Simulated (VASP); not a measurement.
# NaI (I4/mmm) in VASP: notebook, part 3 of 3

VASP 6.6.1.

### 6 Electric field gradients, LDA (equal xx and yy strain of +1 %)

File INCAR:

```
SYSTEM = NaI
ALGO     = Normal         ! electronic algorithm
EDIFF    = 1E-8           ! SCF threshold, eV
ENCUT    = 520            ! plane-wave cutoff, eV
GGA      = CA             ! functional
ISIF     = 2              ! what is computed and relaxed
ISMEAR   = -1             ! smearing method
LASPH    = .TRUE.         ! aspherical terms in the spheres
LCHARG   = .FALSE.        ! write CHGCAR
LEFG     = .TRUE.       
LREAL    = .FALSE.        ! projectors in reciprocal space
LWAVE    = .FALSE.        ! write WAVECAR
NBANDS   = 14             ! bands
NELM     = 60             ! most SCF steps
PREC     = Accurate       ! precision mode
SIGMA    = 0.02           ! smearing width, eV
```

File KPOINTS:

```
k-points
0
G
  8 8 8
  0 0 0
```

File POSCAR:

```
NaI
1.0
    0.0000000000      3.2687640000      3.2364000000
    3.2687640000      0.0000000000      3.2364000000
    3.2687640000      3.2687640000      0.0000000000
Na I
1 1
Direct
    0.0000000000      0.0000000000      0.0000000000
    0.5000000000      0.5000000000      0.5000000000
```

Potentials or basis: VASP PAW LDA potentials, release 64 (Na_pv, I).

The run is started by

```console
$ cat potpaw_LDA.64/Na_pv/POTCAR potpaw_LDA.64/I/POTCAR > POTCAR
$ mpirun -np 1 vasp_std > vasp.out
```

OUTCAR:

```text
SYSTEM = NaI
   EDIFF = 1E-8
   ENCUT = 520
   GGA = CA
   ISIF = 2
   ISMEAR = -1
   LASPH = .TRUE.
   LREAL = .FALSE.
   NELM = 60
   PREC = Accurate

 ion  position               nearest neighbor table
   1  0.000  0.000  0.000-
   2  0.500  0.500  0.500-

  LATTYP: Found a body centered tetragonal cell.
 ALAT       =     4.6227303810
 C/A-ratio  =     1.4002114479

  Lattice vectors:

 A1 = (   0.0000000000,  -3.2687640000,  -3.2364000000)
 A2 = (   0.0000000000,   3.2687640000,  -3.2364000000)
 A3 = (   3.2687640000,   0.0000000000,   3.2364000000)

Analysis of symmetry for initial positions (statically):
=====================================================================
 Subroutine PRICEL returns:
 Original cell was already a primitive cell.

 Routine SETGRP: Setting up the symmetry group for a
 body centered tetragonal supercell.

 Subroutine GETGRP returns: Found 16 space group operations
 (whereof 16 operations were pure point group operations)
 out of a pool of 16 trial point group operations.

The static configuration has the point symmetry D_4h.

Analysis of symmetry for dynamics (positions and initial velocities):
=====================================================================
 Subroutine PRICEL returns:
 Original cell was already a primitive cell.

 Routine SETGRP: Setting up the symmetry group for a
 body centered tetragonal supercell.

 Subroutine GETGRP returns: Found 16 space group operations
 (whereof 16 operations were pure point group operations)
[... 551 lines left out ...]
      2     -21.9287      2.00000
      3     -21.9284      2.00000
      4     -10.3125      2.00000
      5      -1.2396      2.00000
      6       0.0995      2.00000
      7       0.1459      2.00000
      8       5.6669      0.00000
      9       7.3150      0.00000
     10       7.8248      0.00000
     11       8.4172      0.00000
     12      10.2661      0.00000
     13      11.2746      0.00000
     14      11.4694      0.00000

 [... further k-points ...]

------------------------ aborting loop because EDIFF is reached ----------------------------------------

  FORCE on cell =-STRESS in cart. coord.  units (eV):
  Direction    XX          YY          ZZ          XY          YZ          ZX
  --------------------------------------------------------------------------------------
  -------------------------------------------------------------------------------------
  Total       -0.8263562     -0.8263562     -0.7530632      0.0000000      0.0000000     -0.0000000
  in kB      -19.1433773    -19.1433773    -17.4454711      0.0000000      0.0000000     -0.0000000
  external PRESSURE =     -18.5774086 kB  Pullay stress =       0.0000000 kB

 VOLUME and BASIS-vectors are now :
 -----------------------------------------------------------------------------
  energy-cutoff  :      520.00
  volume of cell :       69.16
      direct lattice vectors                 reciprocal lattice vectors
     0.000000000  3.268764000  3.236400000    -0.152963016  0.152963016  0.154492646
     3.268764000  0.000000000  3.236400000     0.152963016 -0.152963016  0.154492646
     3.268764000  3.268764000  0.000000000     0.152963016  0.152963016 -0.154492646

 POSITION                                       TOTAL-FORCE (eV/Angst)
 -----------------------------------------------------------------------------------
      0.00000      0.00000      0.00000        -0.000000     -0.000000     -0.000000
      3.26876      3.26876      3.23640         0.000000      0.000000      0.000000
 -----------------------------------------------------------------------------------
    total drift:                                0.000000      0.000000      0.000000

  FREE ENERGIE OF THE ION-ELECTRON SYSTEM (eV)
  ---------------------------------------------------
  free  energy   TOTEN  =        -5.9668602470 eV

  energy  without entropy=       -5.9668602470  energy(sigma->0) =       -5.96686025

 Electric field gradients (V/A^2)
---------------------------------------------------------------------
 ion       V_xx      V_yy      V_zz      V_xy      V_xz      V_yz
---------------------------------------------------------------------
   1       0.312     0.312    -0.624    -0.002    -0.002    -0.002
   2      -0.628    -0.628     1.256    -0.000    -0.000    -0.000
---------------------------------------------------------------------

 Electric field gradients after diagonalization (V/A^2)
 (convention: |V_zz| > |V_xx| > |V_yy|)
----------------------------------------------------------------------
 ion       V_xx      V_yy      V_zz     asymmetry (V_yy - V_xx)/ V_zz
----------------------------------------------------------------------
   1       0.314     0.311    -0.624       0.005
   2      -0.628    -0.628     1.256       0.000
----------------------------------------------------------------------

           NMR quadrupolar parameters

 Cq : quadrupolar parameter    Cq=e*Q*V_zz/h
 eta: asymmetry parameters     (V_yy - V_xx)/ V_zz
 Q  : nuclear electric quadrupole moment in mb (millibarn)
----------------------------------------------------------------------
 ion       Cq(MHz)       eta       Q (mb)
----------------------------------------------------------------------
   1      -0.002       0.005       1.000
   2       0.003       0.000       1.000
----------------------------------------------------------------------
```

OSZICAR:

```text
N       E                     dE             d eps       ncg     rms          rms(c)
DAV:   1     0.805189323594E+02    0.80519E+02   -0.65549E+03  1652   0.878E+02
DAV:   2     0.221998922301E+00   -0.80297E+02   -0.74389E+02  1746   0.210E+02
DAV:   3    -0.589978627444E+01   -0.61218E+01   -0.60859E+01  2102   0.569E+01
DAV:   4    -0.604430481019E+01   -0.14452E+00   -0.14449E+00  2128   0.907E+00
DAV:   5    -0.604757516255E+01   -0.32704E-02   -0.32703E-02  2302   0.129E+00    0.159E+00
DAV:   6    -0.598241238328E+01    0.65163E-01   -0.64676E-02  2012   0.164E+00    0.103E+00
DAV:   7    -0.596739261508E+01    0.15020E-01   -0.46708E-02  2170   0.116E+00    0.499E-01
DAV:   8    -0.596692331565E+01    0.46930E-03   -0.32190E-03  1928   0.479E-01    0.114E-01
DAV:   9    -0.596686129999E+01    0.62016E-04   -0.16283E-04  2108   0.118E-01    0.353E-02
DAV:  10    -0.596686037611E+01    0.92388E-06   -0.22518E-05  2282   0.496E-02    0.642E-03
DAV:  11    -0.596686023854E+01    0.13757E-06   -0.11845E-06  2184   0.128E-02    0.459E-03
DAV:  12    -0.596686024697E+01   -0.84283E-08   -0.64741E-08  2190   0.243E-03
   1 F= -.59668602E+01 E0= -.59668602E+01  d E =-.823567E-12
```

It took 25 s on 1 thread of Intel Xeon Platinum 8488C (Sapphire Rapids), shared host; peak memory 0.2 GiB.

What came out:

```yaml
Free_energy: -5.9669 eV
Pressure: -1.9 GPa
Band_gap_on_the_k_mesh: 3.29 eV
Largest_electric_field_gradient_by_atom: Na -0.6; I +1.3 V/Å²
```

Electric field gradients, principal values (V/Å²):
```csv
atom,least,middle,greatest (by size)
1 Na,0.311,0.314,-0.624
2 I,-0.628,-0.628,1.256
```

Caveat: the cell differs from its parent crystal (equal xx and yy strain of +1 %); without QUAD_EFG the Cq values of the log hold for a quadrupole moment of 1 mb, not for the nuclei; spin-orbit coupling is left out, which moves the levels of the heavy elements.

### 7 The runs side by side

```tsv
cell	gap on the mesh (eV)	pressure (GPa)
a = 4.554, b = 4.554, c = 4.577 Å, angles 59.8, 59.8, 60.3°, 2 atoms	3.37	-1.5
a = 4.600, b = 4.600, c = 4.577 Å, angles 60.2, 60.2, 59.7°, 2 atoms	3.31	-1.7
a = 4.623, b = 4.623, c = 4.577 Å, angles 60.3, 60.3, 59.3°, 2 atoms	3.28	-1.8
a = 4.600, b = 4.600, c = 4.623 Å, angles 59.8, 59.8, 60.3°, 2 atoms	3.29	-1.9
```

Alike in all rows: task electric field gradients; level LDA; potentials or basis VASP PAW LDA potentials, release 64 (Na_pv, I); no spin polarisation; k mesh 8 × 8 × 8; cutoff (eV) 520; smearing fermi-dirac 0.02 eV.

Caveats: spin-orbit coupling is left out, which moves the levels of the heavy elements.

Total energies depend on the potentials used, so only differences within one code and one set of settings carry meaning.
